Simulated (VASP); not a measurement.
# Si in VASP: notebook, part 2 of 2

VASP 6.6.1.

## 5. Single point, PBE (uniaxial z strain -2.0%)

Input file INCAR:

```
ALGO = Normal
EDIFF = 1E-6
ENCUT = 520
GGA = PE
ISIF = 2
ISMEAR = -1
LASPH = T
LCHARG = F
LREAL = F
LWAVE = F
NBANDS = 11
NELM = 100
PREC = Accurate
SIGMA = 0.02
```

Input file KPOINTS:

```
k-points
0
Gamma
  8 8 8
```

Input file POSCAR:

```
Si
1.0
    0.0000000000      2.7221188956      2.6676765177
    2.7221188956      0.0000000000      2.6676765177
    2.7221188956      2.7221188956      0.0000000000
Si
2
Direct
    0.0000000000      0.0000000000      0.0000000000
    0.2500000000      0.2500000000      0.2500000000
```

Potentials or basis: VASP PAW PBE potentials, release 64 (Si).

On the command line:

```console
$ cat potpaw_PBE.64/Si/POTCAR > POTCAR
$ mpirun -np 1 vasp_std > vasp.out
```

OUTCAR:

```text
EDIFF = 1E-6
   ENCUT = 520
   GGA = PE
   ISIF = 2
   ISMEAR = -1
   LASPH = T
   LREAL = F
   NELM = 100
   PREC = Accurate

 ion  position               nearest neighbor table
   1  0.000  0.000  0.000-   2 2.34   2 2.34   2 2.34   2 2.34
   2  0.250  0.250  0.250-   1 2.34   1 2.34   1 2.34   1 2.34

  LATTYP: Found a body centered tetragonal cell.
 ALAT       =     3.8496574605
 C/A-ratio  =     1.3859292911

  Lattice vectors:

 A1 = (   0.0000000000,  -2.7221188956,  -2.6676765177)
 A2 = (   0.0000000000,   2.7221188956,  -2.6676765177)
 A3 = (   2.7221188956,   0.0000000000,   2.6676765177)

Analysis of symmetry for initial positions (statically):
=====================================================================
 Subroutine PRICEL returns:
 Original cell was already a primitive cell.

 Routine SETGRP: Setting up the symmetry group for a
 body centered tetragonal supercell.

 Subroutine GETGRP returns: Found 16 space group operations
 (whereof  8 operations were pure point group operations)
 out of a pool of 16 trial point group operations.

The static configuration has the point symmetry D_2d.
 The point group associated with its full space group is D_4h.

Analysis of symmetry for dynamics (positions and initial velocities):
=====================================================================
 Subroutine PRICEL returns:
 Original cell was already a primitive cell.

 Routine SETGRP: Setting up the symmetry group for a
 body centered tetragonal supercell.

 Subroutine GETGRP returns: Found 16 space group operations
 (whereof  8 operations were pure point group operations)
 out of a pool of 16 trial point group operations.

The dynamic configuration has the point symmetry D_2d.
 The point group associated with its full space group is D_4h.

 Subroutine INISYM returns: Found 16 space group operations
 (whereof  8 operations are pure point group operations),
 and found     1 'primitive' translations

----------------------------------------------------------------------------------------

                                     Primitive cell

  volume of cell :      39.5346

  direct lattice vectors                    reciprocal lattice vectors
     0.000000000  2.722118896  2.667676518    -0.183680441  0.183680441  0.187429022
     2.722118896  0.000000000  2.667676518     0.183680441 -0.183680441  0.187429022
     2.722118896  2.722118896  0.000000000     0.183680441  0.183680441 -0.187429022

  length of vectors
     3.811355308  3.811355308  3.849657461     0.320322724  0.320322724  0.320322724

  position of ions in fractional coordinates (direct lattice)
     0.000000000  0.000000000  0.000000000
     0.250000000  0.250000000  0.250000000

  ion indices of the primitive-cell ions
   primitive index   ion index
                 1           1
                 2           2

----------------------------------------------------------------------------------------

 KPOINTS: k-points

Automatic generation of k-mesh.
 Grid dimensions read from file:
 generate k-points for:    8    8    8

 Generating k-lattice:

  Cartesian coordinates                     Fractional coordinates (reciprocal lattice)
    -0.022960055  0.022960055  0.023428628     0.125000000  0.000000000  0.000000000
     0.022960055 -0.022960055  0.023428628     0.000000000  0.125000000  0.000000000
     0.022960055  0.022960055 -0.023428628     0.000000000  0.000000000  0.125000000

  Length of vectors
     0.040040340  0.040040340  0.040040340

  Shift w.r.t. Gamma in fractional coordinates (k-lattice)
     0.000000000  0.000000000  0.000000000

 Subroutine IBZKPT returns following result:
 ===========================================

 Found     59 irreducible k-points:

 Following reciprocal coordinates:
            Coordinates               Weight
  0.000000  0.000000  0.000000      1.000000
  0.125000 -0.000000  0.000000      8.000000
  0.250000 -0.000000  0.000000      8.000000
  0.375000 -0.000000  0.000000      8.000000
  0.500000 -0.000000  0.000000      4.000000
  0.125000  0.125000  0.000000      2.000000
[... 16 lines left out ...]
  0.250000 -0.000000  0.125000     16.000000
  0.375000 -0.000000  0.125000     16.000000
 [... further k-points ...]
   k-points           NKPTS =     59   k-points in BZ     NKDIM =     59   number of bands    NBANDS=     11
   number of dos      NEDOS =    301   number of ions     NIONS =      2
   total plane-waves  NPLWV =  23520
   dimension x,y,z NGX =    28 NGY =   28 NGZ =   30
   dimension x,y,z NGXF=    56 NGYF=   56 NGZF=   60
   ions per type =               2
   NGX,Y,Z   is equivalent  to a cutoff of  12.21, 12.21, 12.96 a.u.
   NGXF,Y,Z  is equivalent  to a cutoff of  24.43, 24.43, 25.91 a.u.
 SYSTEM =  unknown system
   PREC   = accura    normal or accurate (medium, high low for compatibility)
   ISTART =      0    job   : 0-new  1-cont  2-samecut
   ICHARG =      2    charge: 1-file 2-atom 10-const
   ISPIN  =      1    spin polarized calculation?
   LNONCOLLINEAR =      F non collinear calculations
   LSORBIT =      F    spin-orbit coupling
   LASPH  =      T    aspherical Exc in radial PAW
   ENCUT  =  520.0 eV  38.22 Ry    6.18 a.u.   7.09  7.09  7.16*2*pi/ulx,y,z
   NELM   =    100;   NELMIN=  2; NELMDL= -5     # of ELM steps
   EDIFF  = 0.1E-05   stopping-criterion for ELM
   LREAL  =      F    real-space projection
   EDIFFG = 0.1E-04   stopping-criterion for IOM
   NSW    =      0    number of steps for IOM
   IBRION =     -1    ionic relax: 0-MD 1-quasi-New 2-CG
   NFREE  =      0    steps in history (QN), initial steepest desc. (CG)
   ISIF   =      2    stress and relaxation
   ISYM   =      2    0-nonsym 1-usesym 2-fastsym
   POTIM  = 0.5000    time-step for ionic-motion
   TEBEG  =    0.0;   TEEND  =   0.0 temperature during run
   PSTRESS=    0.0 pullay stress
   NELECT =       8.0000    total number of electrons
   NUPDOWN=      -1.0000    fix difference up-down
   EMIN   =  10.00;   EMAX   =-10.00  energy-range for DOS
   EFERMI =   0.00;   METHOD = LEGACY
   ISMEAR =    -1;   SIGMA  =   0.02  broadening in eV -4-tet -1-fermi 0-gaus
   EFERMI_NEDOS =   21; number of points for ismear=-14 and -15
   IALGO  =     38    algorithm
   IMIX   =      4    mixing-type and parameters
     AMIX     =   0.40;   BMIX     =  1.00
     AMIX_MAG =   1.60;   BMIX_MAG =  1.00
  volume/ion in A,a.u.               =      19.77       133.40
  Fermi-wavevector in a.u.,A,eV,Ry     =   0.961123  1.816259 12.568487  0.923758
  Thomas-Fermi vector in A             =   2.090467
   LORBIT       =      0    0 simple, 1 ext, 2 COOP (PROOUT), +10 PAW based schemes
   GGA     = PE    functional components
   LHFCALC =     F    Hartree Fock is set to
   AEXX    =    0.0000 exact exchange contribution
   IVDW    =     0    specifies the selected vdW correction
   LEPSILON=     F    determine dielectric tensor
   LRPA    =     F    only Hartree local field effects (RPA)
 non-spin polarized calculation
  energy-cutoff  :      520.00
  volume of cell :       39.53
 maximum number of plane-waves:      1079
   NGX = 15   NGY = 15   NGZ = 15

 number of electron       8.0000000 magnetization

 Free energy of the ion-electron system (eV)
  ---------------------------------------------------
  ext. energy  EPLUGINS =         0.00000000
  ---------------------------------------------------
  free energy    TOTEN  =       -10.82963937 eV

  energy without entropy =      -10.82963919  energy(sigma->0) =      -10.82963928

 E-fermi :   6.2334     XC(G=0):  -9.4588

 val. band max:        6.0509376664   @ k =   0.0000   0.0000   0.0000
 cond. band min:       6.4298423281   @ k =   0.3750   0.3750   0.0000
 fundamental gap:      0.3789046617
 Fermi energy:         6.2334206812

 k-point     1 :       0.0000    0.0000    0.0000
  band No.  band energies     occupation
      1      -6.0884      2.00000
      2       5.9110      2.00000
      3       5.9110      2.00000
      4       6.0509      1.99978
      5       8.4806      0.00000
      6       8.5542      0.00000
      7       8.5542      0.00000
      8       9.4734      0.00000
      9      13.4997      0.00000
     10      13.8627      0.00000
     11      13.9677      0.00000
[... 309 lines left out ...]
 k-point    24 :       0.3750   -0.0000    0.1250
  band No.  band energies     occupation
      1      -4.5215      2.00000
      2       0.6484      2.00000
      3       4.0622      2.00000
      4       4.4067      2.00000
      5       8.2566      0.00000
      6       9.5617      0.00000
      7      10.4829      0.00000
      8      11.4938      0.00000
      9      15.2573      0.00000
     10      15.3605      0.00000
     11      15.9989      0.00000

 [... further k-points ...]
[... 5 lines left out ...]
  --------------------------------------------------------------------------------------
  -------------------------------------------------------------------------------------
  Total        0.6375744      0.6375744      1.1025323      0.0000000      0.0000000      0.0000000
  in kB       25.8383105     25.8383105     44.6811734      0.0000000      0.0000000      0.0000000
  external PRESSURE =      32.1192648 kB  Pullay stress =       0.0000000 kB

 VOLUME and BASIS-vectors are now :
 -----------------------------------------------------------------------------
  energy-cutoff  :      520.00
  volume of cell :       39.53
      direct lattice vectors                 reciprocal lattice vectors
     0.000000000  2.722118896  2.667676518    -0.183680441  0.183680441  0.187429022
     2.722118896  0.000000000  2.667676518     0.183680441 -0.183680441  0.187429022
     2.722118896  2.722118896  0.000000000     0.183680441  0.183680441 -0.187429022

 POSITION                                       TOTAL-FORCE (eV/Angst)
 -----------------------------------------------------------------------------------
      0.00000      0.00000      0.00000         0.000000      0.000000     -0.000000
      1.36106      1.36106      1.33384        -0.000000     -0.000000      0.000000
 -----------------------------------------------------------------------------------
    total drift:                                0.000000      0.000000     -0.000000

  FREE ENERGIE OF THE ION-ELECTRON SYSTEM (eV)
  ---------------------------------------------------
  free  energy   TOTEN  =       -10.8296393717 eV

  energy  without entropy=      -10.8296391927  energy(sigma->0) =      -10.82963928
```

OSZICAR:

```text
N       E                     dE             d eps       ncg     rms          rms(c)
DAV:   1     0.657057656966E+01    0.65706E+01   -0.30767E+03  1298   0.555E+02
DAV:   2    -0.104347266646E+02   -0.17005E+02   -0.15944E+02  1695   0.841E+01
DAV:   3    -0.110136866804E+02   -0.57896E+00   -0.57715E+00  1682   0.130E+01
DAV:   4    -0.110179860702E+02   -0.42994E-02   -0.42988E-02  1559   0.141E+00
DAV:   5    -0.110180276299E+02   -0.41560E-04   -0.41559E-04  1644   0.130E-01    0.496E+00
DAV:   6    -0.108872758222E+02    0.13075E+00   -0.75517E-02  1457   0.113E+00    0.303E+00
DAV:   7    -0.108281636473E+02    0.59112E-01   -0.14373E-01  1480   0.167E+00    0.196E-01
DAV:   8    -0.108294138152E+02   -0.12502E-02   -0.61613E-03  1475   0.426E-01    0.821E-02
DAV:   9    -0.108296136816E+02   -0.19987E-03   -0.19029E-04  1615   0.853E-02    0.606E-02
DAV:  10    -0.108296388716E+02   -0.25190E-04   -0.21683E-05  1514   0.269E-02    0.602E-03
DAV:  11    -0.108296393717E+02   -0.50016E-06   -0.20742E-06  1561   0.748E-03
   1 F= -.10829639E+02 E0= -.10829639E+02  d E =-.179023E-06
```

stdout:

```text
POSCAR found type information on POSCAR Si
 POSCAR found :  1 types and       2 ions
 scaLAPACK will be used
 LDA part: xc-table for (Slater+PW92), standard interpolation
 POSCAR, INCAR and KPOINTS ok, starting setup
 FFT: planning ... GRIDC
 FFT: planning ... GRID_SOFT
 FFT: planning ... GRID
 WAVECAR not read
 entering main loop
```

Run time: 14 s. Hardware: 1 thread of Intel Xeon 6975P-C, shared host; peak memory 0.16 GiB.

Results:

```yaml
Free_energy: -10.8296 eV
Pressure: 3.2 GPa
Band_gap_on_the_k_mesh: 0.38 eV, indirect (least direct gap 2.43 eV)
```

Stress tensor (GPa, compression positive):
```
2.58 0.00 0.00
0.00 2.58 0.00
0.00 0.00 4.47
```

Caveat: the cell differs from its parent crystal (uniaxial z strain -2.0%). A k mesh can miss the band edges.

## 6. Single point, PBE (uniaxial z strain -1.0%)

Input file INCAR:

```
  PREC = Accurate
  ENCUT = 520
  EDIFF = 1E-6
  ISMEAR = -1
  SIGMA = 0.02
  LREAL = F
  LASPH = T
  NELM = 80
  ALGO = Normal
  ISIF = 2
  LWAVE = F
  LCHARG = F
  GGA = PE
  NBANDS = 11
```

Input file KPOINTS:

```
regular mesh
0
Gamma
  8 8 8
```

Input file POSCAR:

```
Si
1.0
    0.0000000000      2.7221188956      2.6948977067
    2.7221188956      0.0000000000      2.6948977067
    2.7221188956      2.7221188956      0.0000000000
Si
2
Direct
    0.0000000000      0.0000000000      0.0000000000
    0.2500000000      0.2500000000      0.2500000000
```

Potentials or basis: VASP PAW PBE potentials, release 64 (Si).

On the command line:

```console
$ cat potpaw_PBE.64/Si/POTCAR > POTCAR
$ mpirun -np 1 vasp_std > vasp.out
```

Wall time 14 s (1 thread of Intel Xeon 6975P-C, shared host); peak memory 0.16 GiB.

The run converged. Its results:

* Free energy: -10.8388 eV
* Pressure: 2.2 GPa
* Band gap on the k mesh: 0.50 eV, indirect (least direct gap 2.50 eV)

Stress tensor (GPa, compression positive):
```
1.88 0.00 0.00
0.00 1.88 0.00
0.00 0.00 2.84
```

Levels at points of the mesh, in eV from the valence-band top:
```tsv
k point	band 2	band 3	band 4	band 5	band 6	band 7
(0.00, 0.00, 0.00)	-0.07	-0.07	0.00	2.50	2.53	2.53
(0.50, 0.00, 0.00)	-7.02	-1.29	-1.20	1.50	3.25	3.34
(0.50, 0.50, 0.00)	-7.83	-2.95	-2.95	0.61	0.61	10.08
(0.50, 0.00, 0.50)	-7.89	-2.88	-2.88	0.69	0.69	10.08
```

Caveat: the cell differs from its parent crystal (uniaxial z strain -1.0%). A k mesh can miss the band edges.

## 7. Overview

```csv
level,cell,smearing,gap on the mesh (eV),pressure (GPa)
PBE,"a = 3.850 Å, angles 60.0°, 2 atoms",fermi-dirac 0.02 eV,0.63,1.2
r2SCAN,"a = 3.850 Å, angles 60.0°, 2 atoms",gaussian 0.01 eV,0.83,-0.2
PBE,"a = 3.792, b = 3.792, c = 3.850 Å, angles 59.5, 59.5, 61.0°, 2 atoms",fermi-dirac 0.02 eV,0.25,4.3
PBE,"a = 3.811, b = 3.811, c = 3.850 Å, angles 59.7, 59.7, 60.7°, 2 atoms",fermi-dirac 0.02 eV,0.38,3.2
PBE,"a = 3.830, b = 3.830, c = 3.850 Å, angles 59.8, 59.8, 60.3°, 2 atoms",fermi-dirac 0.02 eV,0.50,2.2
```

Alike in all rows: task single point; potentials or basis VASP PAW PBE potentials, release 64 (Si); no spin polarisation; k mesh 8 × 8 × 8; cutoff (eV) 520.

Caveats: the PAW data sets were made with another functional, which shifts forces and pressure a little (some runs).

Total energies depend on the potentials used, so only differences within one code and one set of settings carry meaning.
